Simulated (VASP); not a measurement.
# Zr (P6_3/mmc) in VASP: further runs, part 2 of 2

VASP 6.6.1. The steps go on from the part before.

### 3 Single point, PBE

This run uses another cell than the first one, of 23.41 Å³/atom.

The input, INCAR:

```
SYSTEM = Zr
PREC = Accurate ; ENCUT = 520
EDIFF = 1E-6 ; ISMEAR = 0
SIGMA = 0.1 ; LREAL = .False.
LASPH = .True. ; NELM = 80
ALGO = Normal ; ISIF = 2
LWAVE = .False. ; LCHARG = .False.
GGA = PE ; NBANDS = 19
```

The input, KPOINTS:

```
Automatic mesh
0
Gamma
  12 12 8
  0 0 0
```

The input, POSCAR:

```
Zr
1.0
    3.2347987572      0.0000000029      0.0000000000
   -1.6173993811      2.8014178984      0.0000000000
    0.0000000000      0.0000000000      5.1659591179
Zr
2
Direct
    0.3333333333      0.6666666667      0.2500000000
    0.6666666667      0.3333333333      0.7500000000
```

Potentials or basis: VASP PAW PBE potentials, release 64 (Zr_sv).

Run with:

```bash
$ cat potpaw_PBE.64/Zr_sv/POTCAR > POTCAR
$ mpirun -np 1 vasp_std > vasp.out
```

It took 34 s on 1 thread of Intel Xeon Platinum 8488C (Sapphire Rapids), shared host; peak memory 0.2 GiB.

It converged, with:

- Free energy: -17.0439 eV
- Pressure: 0.0 GPa
- Band gap on the k mesh: zero (bands 12 and 13 overlap by 1.05 eV)

Levels at points of the mesh, in eV from the Fermi level:
| k point | band 8 | band 9 | band 10 | band 11 | band 12 | band 13 | band 14 | band 15 | band 16 | band 17 |
| --- | --- | --- | --- | --- | --- | --- | --- | --- | --- | --- |
| (0.00, 0.00, 0.00) | -26.37 | -5.65 | -3.02 | 0.86 | 0.86 | 0.98 | 1.13 | 1.54 | 1.54 | 2.14 |
| (0.50, 0.00, 0.00) | -26.48 | -2.55 | -2.50 | -2.13 | -0.22 | 0.55 | 0.76 | 1.44 | 4.87 | 5.25 |
| (0.00, 0.00, 0.50) | -26.44 | -3.96 | -3.96 | 0.03 | 0.03 | 0.77 | 0.77 | 0.77 | 0.77 | 3.92 |
| (0.50, 0.00, 0.50) | -26.60 | -2.85 | -2.85 | -1.05 | -1.05 | 1.61 | 1.61 | 2.20 | 2.20 | 5.10 |

### 4 Single point, PBE

This run uses another cell than the first one, of 23.44 Å³/atom.

The input, INCAR:

```
ALGO     = Fast           # electronic algorithm
EDIFF    = 1E-6           # SCF threshold, eV
ENCUT    = 520            # plane-wave cutoff, eV
GGA      = PE             # functional
ISIF     = 2              # what is computed and relaxed
ISMEAR   = -1             # smearing method
LASPH    = True           # aspherical terms in the spheres
LCHARG   = False          # write CHGCAR
LREAL    = False          # projectors in reciprocal space
LWAVE    = False          # write WAVECAR
NBANDS   = 19             # bands
NELM     = 100            # most SCF steps
PREC     = Accurate       # precision mode
SIGMA    = 0.15           # smearing width, eV
```

The input, KPOINTS:

```
k-points
0
Gamma
  12 12 8
```

The input, POSCAR:

```
Zr
1.0
    3.2291008641      0.0000000029      0.0000000000
   -1.6145504345      2.7964833782      0.0000000000
    0.0000000000      0.0000000000      5.1924677594
Zr
2
Direct
    0.3333333333      0.6666666667      0.2500000000
    0.6666666667      0.3333333333      0.7500000000
```

Run with:

```bash
$ cat potpaw_PBE.64/Zr_sv/POTCAR > POTCAR
$ mpirun -np 1 vasp_std > vasp.out
```

Run time: 68 s. Hardware: 1 thread of Intel Xeon Platinum 8488C (Sapphire Rapids), shared host; peak memory 0.19 GiB.

Results (log left out):

- Free energy: -17.1205 eV
- Pressure: 0.0 GPa
- Band gap on the k mesh: zero (bands 12 and 13 overlap by 1.06 eV)

Levels at points of the mesh, in eV from the Fermi level:
```
           k point  band 9  band 10  band 11  band 12  band 13  band 14  band 15  band 16
(0.00, 0.00, 0.00)   -5.59    -2.96     0.93     0.93     0.99     1.13     1.60     1.60
(0.50, 0.00, 0.00)   -2.48    -2.44    -2.07    -0.14     0.66     0.79     1.46     4.97
(0.00, 0.00, 0.50)   -3.91    -3.91     0.06     0.06     0.86     0.86     0.86     0.86
(0.50, 0.00, 0.50)   -2.79    -2.79    -1.01    -1.01     1.67     1.67     2.29     2.29
```

### 5 Relaxation of cell and atoms, PBE

This run uses another cell than the first one, of 23.41 Å³/atom.

The input, INCAR:

```
SYSTEM = Zr
  PREC = Accurate
  ENCUT = 600
  EDIFF = 1E-6
  ISMEAR = -1
  SIGMA = 0.15
  LREAL = .False.
  LASPH = .True.
  NELM = 100
  ALGO = Fast
  ISIF = 3
  LWAVE = .False.
  LCHARG = .False.
  GGA = PE
  IBRION = 2
  NSW = 80
  EDIFFG = -0.001
```

The input, KPOINTS:

```
Automatic mesh
0
Gamma
  12 12 8
  0 0 0
```

The input, POSCAR:

```
Zr
1.0
    3.2347987572      0.0000000029      0.0000000000
   -1.6173993811      2.8014178984      0.0000000000
    0.0000000000      0.0000000000      5.1659591179
Zr
2
Direct
    0.3333333333      0.6666666667      0.2500000000
    0.6666666667      0.3333333333      0.7500000000
```

Potentials or basis: VASP PAW PBE potentials, release 64 (Zr_sv).

Run with:

```bash
$ cat potpaw_PBE.64/Zr_sv/POTCAR > POTCAR
$ mpirun -np 1 vasp_std > vasp.out
```

OUTCAR:

```text
SYSTEM = Zr
   PREC = Accurate
   ENCUT = 600
   EDIFF = 1E-6
   ISMEAR = -1
   LREAL = .False.
   LASPH = .True.
   NELM = 100
   ISIF = 3
   GGA = PE
   IBRION = 2
   NSW = 80
   EDIFFG = -0.001

 ion  position               nearest neighbor table
   1  0.333  0.667  0.250-   2 3.19   2 3.19   2 3.19   2 3.19   2 3.19   2 3.19
   2  0.667  0.333  0.750-   1 3.19   1 3.19   1 3.19   1 3.19   1 3.19   1 3.19

  LATTYP: Found a hexagonal cell.
 ALAT       =     3.2347987572
 C/A-ratio  =     1.5969955183

  Lattice vectors:

 A1 = (   3.2347987572,   0.0000000029,   0.0000000000)
 A2 = (  -1.6173993811,   2.8014178984,   0.0000000000)
 A3 = (   0.0000000000,   0.0000000000,   5.1659591179)

Analysis of symmetry for initial positions (statically):
[... 368 lines left out ...]

 E-fermi :   8.8618     XC(G=0): -11.0499

 val. band max:        8.8574847704   @ k =   0.2500   0.2500   0.5000
 cond. band min:       8.8775655905   @ k =   0.3333   0.3333   0.5000
 fundamental gap:      0.0200808201
 Fermi energy:         8.8617617708

 k-point     1 :       0.0000    0.0000    0.0000
  band No.  band energies     occupation
      1     -39.9220      2.00000
      2     -39.7772      2.00000
      3     -18.4179      2.00000
      4     -17.5770      2.00000
      5     -17.5770      2.00000
      6     -17.4511      2.00000
[... 433 lines left out ...]
      3     -18.1952      2.00000
      4     -18.0371      2.00000
      5     -17.9672      2.00000
      6     -17.7268      2.00000
[... 8 lines left out ...]
     15      10.0605      0.00068
     16      12.3637      0.00000

 [... further k-points ...]

------------------------ aborting loop because EDIFF is reached ----------------------------------------

  FORCE on cell =-STRESS in cart. coord.  units (eV):
  Direction    XX          YY          ZZ          XY          YZ          ZX
  --------------------------------------------------------------------------------------
  -------------------------------------------------------------------------------------
  Total       -0.0011145     -0.0011145      0.0017327     -0.0000000      0.0000000      0.0000000
  in kB       -0.0380849     -0.0380849      0.0592097     -0.0000000      0.0000000      0.0000000
  external PRESSURE =      -0.0056534 kB  Pullay stress =       0.0000000 kB
[... 17 lines left out ...]
  FREE ENERGIE OF THE ION-ELECTRON SYSTEM (eV)
  ---------------------------------------------------
  free  energy   TOTEN  =       -17.1205930498 eV

  energy  without entropy=      -16.9488974536  energy(sigma->0) =      -17.03474525

 reached required accuracy - stopping structural energy minimisation
```

CONTCAR:

```text
Zr
   1.00000000000000
     3.2293122329368225    0.0000000028950589   -0.0000000000000000
    -1.6146561189641901    2.7966664290121583    0.0000000000000000
     0.0000000000000000   -0.0000000000000000    5.1914912121353245
  Zr
     2
Direct
     0.3333333332999970    0.6666666667000030    0.2500000000000000
     0.6666666667000030    0.3333333332999970    0.7500000000000000

  0.00000000E+00  0.00000000E+00  0.00000000E+00
  0.00000000E+00  0.00000000E+00  0.00000000E+00
```

Wall time 6.5 min (1 thread of Intel Xeon Platinum 8488C (Sapphire Rapids), shared host); peak memory 0.23 GiB.

Results:

```yaml
Free_energy: -17.1206 eV
Relaxed_volume: 23.44 Å³/atom
Relaxed_cell: a = 3.229 Å, b = 3.229 Å, c = 5.191 Å, α = 90.00°, β = 90.00°, γ = 120.00°
Space_group_after_relaxing_to_0.1_Å: P6_3/mmc (No. 194)
Energy_gained_by_relaxing: 0.2 meV/atom
Ionic_steps: 16
Pressure_after_relaxing: 0.0 GPa
Band_gap_on_the_k_mesh: zero (bands 12 and 13 overlap by 1.06 eV)
```

Step by step:
| step | energy change (eV) | largest force (eV/Å) | pressure (GPa) | volume (Å³) |
| --- | --- | --- | --- | --- |
| 1 | 0.0000 | 0.0000 | 0.17 | 46.81 |
| 2 | -0.0003 | 0.0000 | -0.14 | 46.98 |
| 3 | -0.0003 | 0.0000 | -0.17 | 46.98 |
| 4 | -0.0004 | 0.0000 | -0.01 | 46.87 |
| 5 | -0.0004 | 0.0000 | 0.05 | 46.88 |
| 6 | -0.0004 | 0.0000 | -0.04 | 46.90 |
| 7 | -0.0004 | 0.0000 | -0.01 | 46.89 |
| 8 | -0.0004 | 0.0000 | 0.00 | 46.89 |
| 9 | -0.0004 | 0.0000 | -0.03 | 46.89 |
| 10 | -0.0004 | 0.0000 | 0.03 | 46.87 |
| 11 | -0.0004 | 0.0000 | 0.04 | 46.88 |
| 12 | -0.0004 | 0.0000 | 0.03 | 46.89 |
| 13 | -0.0004 | 0.0000 | 0.01 | 46.89 |
| 14 | -0.0004 | 0.0000 | 0.00 | 46.89 |
| 15 | -0.0004 | 0.0000 | 0.00 | 46.89 |
| 16 | -0.0004 | 0.0000 | 0.00 | 46.89 |

Final structure:
```yaml
crystal:
  lattice:
    - [3.22931, 0.00000, 0.00000]
    - [-1.61466, 2.79667, 0.00000]
    - [0.00000, 0.00000, 5.19149]
  atoms:
    - { symbol: Zr, position: [0.33333, 0.66667, 0.25000] }
    - { symbol: Zr, position: [0.66667, 0.33333, 0.75000] }
```

### 6 Summary

```csv
task,cell,k mesh,cutoff (eV),smearing,gap on the mesh (eV),pressure (GPa)
single point,"a = 3.239, b = 3.239, c = 5.172 Å, angles 90.0, 90.0, 120.0°, 2 atoms",6 × 6 × 4,520,gaussian 0.1 eV,none,-0.6
single point,"a = 3.235, b = 3.235, c = 5.166 Å, angles 90.0, 90.0, 120.0°, 2 atoms",12 × 12 × 8,520,gaussian 0.1 eV,none,0.0
single point,"a = 3.229, b = 3.229, c = 5.192 Å, angles 90.0, 90.0, 120.0°, 2 atoms",12 × 12 × 8,520,fermi-dirac 0.15 eV,none,0.0
relaxation of cell and atoms,"relaxed from a = 3.235, b = 3.235, c = 5.166 Å, angles 90.0, 90.0, 120.0°, 2 atoms",12 × 12 × 8,600,fermi-dirac 0.15 eV,none,0.0
```

Alike in all rows: level PBE; potentials or basis VASP PAW PBE potentials, release 64 (Zr_sv); no spin polarisation.

Caveats: some runs use coarse meshes.

Absolute energies hang on the potentials; compare differences alone.
